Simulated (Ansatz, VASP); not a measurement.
## CO2: VASP beside Ansatz

```
C O
1.0
     5.71689    0.00000    0.00000
     0.00000    5.71689    0.00000
     0.00000    0.00000    5.71689
C O
4 8
Cartesian
  0.0000 0.0000 0.0000
  2.8584 0.0000 2.8584
  2.8584 2.8584 0.0000
  0.0000 2.8584 2.8584
  0.6749 0.6749 0.6749
  2.1836 5.0420 3.5333
  3.5333 2.1836 5.0420
  5.0420 3.5333 2.1836
  5.0420 5.0420 5.0420
  3.5333 0.6749 2.1836
  2.1836 3.5333 0.6749
  0.6749 2.1836 3.5333
```

Alike in both runs: functional PBE; dispersion D3(BJ); k mesh 4 × 4 × 4; occupations gaussian, width 0.02 eV; no spin polarisation.

Ansatz relaxed the structure, and its values are those at the end. VASP's run is a single point on that final structure, the one shown.

```csv
,VASP,Ansatz
version,VASP 6.6.1,Ansatz 0.2.0
potentials or method,"VASP PAW PBE potentials, release 64 (C_h, O_h), cutoff 1340 eV","scalar-relativistic, plane waves, PAW"
valence electrons in the cell,64,64
```

Ansatz gave:

```
gap on the k mesh at the Fermi level (eV) : 6.74
least direct gap on the mesh (eV)         : 6.74
pressure (GPa)                            : 0.0
```

What did VASP give for the same quantities?

gap on the k mesh at the Fermi level (eV): 6.75; least direct gap on the mesh (eV): 6.75; pressure (GPa): -0.2.
